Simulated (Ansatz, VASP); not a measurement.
## One calculation of AlAs3, two programs

```
CELL_PARAMETERS angstrom
4.36602 0.00000 0.00000
0.00000 4.36602 0.00000
0.00000 0.00000 4.36602
ATOMIC_POSITIONS crystal
Al 0.50000 0.50000 0.50000
As 0.50000 0.00000 0.00000
As 0.00000 0.50000 0.00000
As 0.00000 0.00000 0.50000
```

Alike in both runs: task relaxation of cell and atoms; functional PBE; k mesh 4 × 4 × 4; occupations gaussian, width 0.1 eV; no spin polarisation.

|  | VASP | Ansatz |
| --- | --- | --- |
| version | VASP 6.6.1 | Ansatz 0.2.0 |
| potentials or method | VASP PAW PBE potentials, release 64 (Al, As), cutoff 600 eV | scalar-relativistic, plane waves, PAW |
| valence electrons in the cell | 18 | 48 |

```csv
,VASP,Ansatz,Ansatz less VASP
"gap on the k mesh at the Fermi level, each at its own relaxed structure (eV)",none,none,-
relaxed volume (Å³/atom),19.22,19.22,-0.006
relaxed cell length with the largest relative difference (Å),4.252,4.252,-0.0005
```

A gap of «none» marks a metal or a gap that the smearing closes. VASP's potentials hold 18 valence electrons a cell and Ansatz's 48, so a difference there can come from the potentials and not from the codes.
